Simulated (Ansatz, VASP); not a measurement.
## KTaO3: VASP beside Ansatz

File INCAR:

```
PREC     = Accurate       # precision mode
ENCUT    = 520            # plane-wave cutoff, eV
EDIFF    = 1E-6           # SCF threshold, eV
ISMEAR   = 0              # smearing method
SIGMA    = 0.05           # smearing width, eV
LREAL    = F              # projectors in reciprocal space
LASPH    = T              # aspherical terms in the spheres
NELM     = 100            # most SCF steps
ALGO     = Normal         # electronic algorithm
ISIF     = 2              # what is computed and relaxed
LWAVE    = F              # write WAVECAR
LCHARG   = T              # write CHGCAR
GGA      = PE             # functional
LELF     = T              # ELF
LVHAR    = T            
NBANDS   = 27             # bands
```

Contents of KPOINTS:

```
Automatic mesh
0
Gamma
  8 8 8
```

The input POSCAR:

```
KTaO3
1.0
    3.5894700000      0.0000000000      0.0000000000
    0.0000000000      3.9883000000      0.0000000000
    0.0000000000      0.0000000000      3.9883000000
K Ta O
1 1 3
Direct
    0.5000000000      0.5000000000      0.5000000000
    0.0000000000      0.0000000000      0.0000000000
    0.5000000000      0.0000000000      0.0000000000
    0.0000000000      0.5000000000      0.0000000000
    0.0000000000      0.0000000000      0.5000000000
```

Input for Ansatz:

```yaml
crystal:
  lattice:
    - [3.58947, 0.0, 0.0]
    - [0.0, 3.9883, 0.0]
    - [0.0, 0.0, 3.9883]
  atoms:
    - { symbol: K, position: [0.5, 0.5, 0.5] }
    - { symbol: Ta, position: [0.0, 0.0, 0.0] }
    - { symbol: O, position: [0.5, 0.0, 0.0] }
    - { symbol: O, position: [0.0, 0.5, 0.0] }
    - { symbol: O, position: [0.0, 0.0, 0.5] }
basis:
  ecutwfc: 420
kpoints:
  mp_grid: { grid: [8, 8, 8] }
hamiltonian:
  xc: pbe
scf:
  occupations: { method: gaussian, width: 0.05 }
output:
  forces: true
  stress: true
  eigenvalues: true
```

Change from the starting cell: strain -0.1000 x Voigt [1, 0, 0, 0, 0, 0], atoms carried along.

Alike in both runs: task single point; functional PBE; k mesh 8 × 8 × 8; occupations gaussian, width 0.05 eV; no spin polarisation.

```csv
,VASP,Ansatz
version,VASP 6.6.1,Ansatz 0.2.0
potentials or method,"VASP PAW PBE potentials, release 64 (K_sv, Ta_pv, O), cutoff 520 eV","scalar-relativistic, plane waves, PAW"
valence electrons in the cell,38,40
```

Ansatz gave:

```
gap on the k mesh at the Fermi level (eV)                     : 2.23
least direct gap on the mesh (eV)                             : 2.57
pressure (GPa)                                                : 39.2
traceless stress, the component that is largest in VASP (GPa) : 46.08
```

Q: What did VASP give for the same quantities?

A: gap on the k mesh at the Fermi level (eV): 2.18; least direct gap on the mesh (eV): 2.51; pressure (GPa): 40.5; traceless stress, the component that is largest in VASP (GPa): 46.81.

Both programs put the cell under a high pressure, so it lies far from rest at this level. The functional is the same, so the differences come from potentials, cutoffs and numerics. VASP's potentials hold 38 valence electrons a cell and Ansatz's 40, so a difference there can come from the potentials and not from the codes.

Spin-orbit coupling is off throughout.
